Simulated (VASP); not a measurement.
Write the native input for VASP 6.6.1 that does the following.

```
Task                   : single point
Functional             : r2SCAN
Potentials or basis    : VASP PAW PBE potentials, release 64 (Ca_sv, O)
Cutoff                 : 520 eV
k mesh                 : 8 × 8 × 8
Occupations            : gaussian, width 0.05 eV
Spin                   : no spin polarisation
Dipole correction      : no
Further INCAR settings : ALGO = Normal; EDIFF = 1e-07; NBANDS = 15
```

CaO:

```
Ca O
1.0
     0.00000    2.64492    2.25308
     2.64492    0.00000    2.25308
     2.64492    2.64492    0.00000
Ca O
1 1
Cartesian
  0.0000 0.0000 0.0000
  2.6449 2.6449 2.2531
```

This cell differs from its parent crystal: strain +0.080 along x and y, -0.080 along z.

The input as run:

POSCAR

```
CaO
1.0
    0.0000000000      2.6449200000      2.2530800000
    2.6449200000      0.0000000000      2.2530800000
    2.6449200000      2.6449200000      0.0000000000
Ca O
1 1
Direct
    0.0000000000      0.0000000000      0.0000000000
    0.5000000000      0.5000000000      0.5000000000
```

INCAR.step1

```
SYSTEM = CaO
ALGO     = Normal         ! electronic algorithm
EDIFF    = 1E-4           ! SCF threshold, eV
ENCUT    = 520            ! plane-wave cutoff, eV
GGA      = PE             ! functional
ISMEAR   = 0              ! smearing method
LASPH    = .TRUE.         ! aspherical terms in the spheres
LCHARG   = .FALSE.        ! write CHGCAR
LREAL    = .FALSE.        ! projectors in reciprocal space
LWAVE    = .TRUE.         ! write WAVECAR
NBANDS   = 15             ! bands
NELM     = 80             ! most SCF steps
PREC     = Accurate       ! precision mode
SIGMA    = 0.05           ! smearing width, eV
```

INCAR.step2

```
SYSTEM = CaO
ALGO     = Normal         ! electronic algorithm
EDIFF    = 1E-7           ! SCF threshold, eV
ENCUT    = 520            ! plane-wave cutoff, eV
ISIF     = 2              ! what is computed and relaxed
ISMEAR   = 0              ! smearing method
ISTART   = 1            
LASPH    = .TRUE.         ! aspherical terms in the spheres
LCHARG   = .FALSE.        ! write CHGCAR
LMIXTAU  = .TRUE.       
LREAL    = .FALSE.        ! projectors in reciprocal space
LWAVE    = .FALSE.        ! write WAVECAR
METAGGA  = R2SCAN         ! meta-GGA
NBANDS   = 15             ! bands
NELM     = 80             ! most SCF steps
PREC     = Accurate       ! precision mode
SIGMA    = 0.05           ! smearing width, eV
```

KPOINTS

```
k-points
0
G
  8 8 8
  0 0 0
```

Potentials or basis: VASP PAW PBE potentials, release 64 (Ca_sv, O).

Launch:

```sh
$ cat potpaw_PBE.64/Ca_sv/POTCAR potpaw_PBE.64/O/POTCAR > POTCAR
$ cp INCAR.step1 INCAR
$ mpirun -np 1 vasp_std > vasp.out
$ cp INCAR.step2 INCAR
$ mpirun -np 1 vasp_std > vasp.out
```

It gave:

| Quantity | Value |
| --- | --- |
| Pressure | -5.9 GPa |
| Band gap on the k mesh | 3.65 eV, indirect (least direct gap 3.74 eV) |

Caveat: the cell differs from its parent crystal (strain +0.080 along x and y, -0.080 along z); the PAW data sets were made with another functional, which shifts forces and pressure a little.

Run time: 66 s on 1 thread of Intel(R) Xeon(R) 6975P-C (Granite Rapids) (shared host), peak memory 0.17 GiB.
